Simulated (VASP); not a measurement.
Here is a VASP 6.6.1 calculation.

The input INCAR:

```
SYSTEM = Ba
PREC = Accurate
ENCUT = 520
EDIFF = 1E-6
ISMEAR = 0
SIGMA = 0.15
LREAL = .FALSE.
LASPH = .TRUE.
NELM = 80
ALGO = Fast
ISIF = 2
LWAVE = .FALSE.
LCHARG = .FALSE.
GGA = PE
NBANDS = 11
```

The input KPOINTS:

```
regular mesh
0
G
  14 14 14
  0 0 0
```

File POSCAR:

```
Ba
1.0
   -2.4250000000      2.4250000000      2.5750000000
    2.4250000000     -2.4250000000      2.5750000000
    2.4250000000      2.4250000000     -2.5750000000
Ba
1
Direct
    0.0000000000      0.0000000000      0.0000000000
```

Potentials or basis: VASP PAW PBE potentials, release 64 (Ba_sv).

Launch:

```bash
$ cat potpaw_PBE.64/Ba_sv/POTCAR > POTCAR
$ mpirun -np 1 vasp_std > vasp.out
```

What does it give for the band gap on the k mesh?

Zero (bands 5 and 6 overlap by 0.99 eV).

Estimate the pressure.

0.5 GPa.

Stress tensor (GPa, compression positive):
```
0.56 0.00 0.00
0.00 0.56 0.00
0.00 0.00 0.31
```

Caveat: the cell differs from its parent crystal (strain -0.030 along x and y, +0.030 along z); spin-orbit coupling is left out, which moves the levels of the heavy elements.
